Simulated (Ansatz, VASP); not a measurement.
Al: VASP beside Ansatz

The input INCAR:

```
SYSTEM = Al
  ALGO = Fast
  EDIFF = 1E-6
  ENCUT = 520
  GGA = PS
  ISIF = 2
  ISMEAR = 0
  LASPH = .TRUE.
  LCHARG = .FALSE.
  LREAL = .FALSE.
  LWAVE = .FALSE.
  NBANDS = 8
  NELM = 60
  PREC = Accurate
  SIGMA = 0.15
```

The input KPOINTS:

```
k-points
0
G
  22 22 22
  0 0 0
```

File POSCAR:

```
Al
1.0
    0.0000000000      2.0239800000      2.0239800000
    2.0239800000      0.0000000000      2.0239800000
    2.0239800000      2.0239800000      0.0000000000
Al
1
Direct
    0.0000000000      0.0000000000      0.0000000000
```

Input for Ansatz:

```yaml
crystal:
  lattice:
    - [0.0, 2.02398, 2.02398]
    - [2.02398, 0.0, 2.02398]
    - [2.02398, 2.02398, 0.0]
  atoms:
    - { symbol: Al, position: [0.0, 0.0, 0.0] }
basis:
  ecutwfc: 420
kpoints:
  mp_grid: { grid: [22, 22, 22] }
hamiltonian:
  xc: pbesol
scf:
  occupations: { method: gaussian, width: 0.15 }
output:
  forces: true
  stress: true
  eigenvalues: true
  write_density: true
  write_potential: true
  elf: true
  volumetric_format: npy
```

Alike in both runs: task single point; functional PBEsol; k mesh 22 × 22 × 22; occupations gaussian, width 0.15 eV; no spin polarisation.

|  | VASP | Ansatz |
| --- | --- | --- |
| version | VASP 6.6.1 | Ansatz 0.2.0 |
| potentials or method | VASP PAW PBE potentials, release 64 (Al), cutoff 520 eV | scalar-relativistic, plane waves, PAW |
| valence electrons in the cell | 3 | 3 |

|  | VASP | Ansatz | Ansatz less VASP |
| --- | --- | --- | --- |
| gap on the k mesh at the Fermi level (eV) | none | none | - |
| pressure (GPa) | -1.8 | -1.9 | -0.05 |

VASP's potentials were made for PBE, not for PBEsol. A gap of «none» marks a metal or a gap that the smearing closes.
